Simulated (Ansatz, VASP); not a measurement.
One calculation of Li16O, two programs

```xyz
17
Lattice="6.9800 0.0000 0.0000 0.0000 6.9800 0.0000 0.0000 0.0000 6.9800" Properties=species:S:1:pos:R:3 pbc="T T T"
Li    0.3793    0.0034    0.3449
Li    3.1106    0.0034    0.3450
Li   -0.1419    3.4784   -0.2064
Li    0.3979   -0.0136    3.0412
Li    1.7450    1.8896    1.6908
Li    3.6318    3.4784   -0.2064
Li    3.0921   -0.0136    3.0413
Li    5.2349    1.7867    1.7371
Li   -0.1059    3.4901    3.5992
Li    1.7450    5.0788    1.6741
Li    1.7449    1.7339    5.1823
Li    3.5958    3.4901    3.5993
Li    5.2349    5.1779    1.7176
Li    5.2350    1.4271    5.1569
Li    1.7449    5.2344    5.2001
Li    5.2350    5.5417    5.1723
O     1.7449   -0.0052    1.6840
```

Alike in both runs: functional PBEsol; k mesh 2 × 2 × 2; occupations fermi-dirac, width 0.1 eV; no spin polarisation.

Ansatz relaxed the structure, and its values are those at the end. VASP's run is a single point on that final structure, the one shown.

|  | VASP | Ansatz |
| --- | --- | --- |
| version | VASP 6.6.1 | Ansatz 0.2.0 |
| potentials or method | VASP PAW PBE potentials, release 64 (Li_sv, O), cutoff 520 eV | scalar-relativistic, plane waves, PAW |
| valence electrons in the cell | 54 | 54 |

Ansatz gave:

* rms of the force components (eV/Å): 0.006

Question: What did VASP give for the same quantities?

Answer: rms of the force components (eV/Å): 0.009.

VASP's potentials were made for PBE, not for PBEsol. With one functional, cell and mesh, what is left measures potentials, basis and numerics.

The k mesh is coarse, so the values compare programs but aren't converged. Noted on VASP's run: the cutoff is under 1.25 times that of the potentials, so the pressure is a little rough.
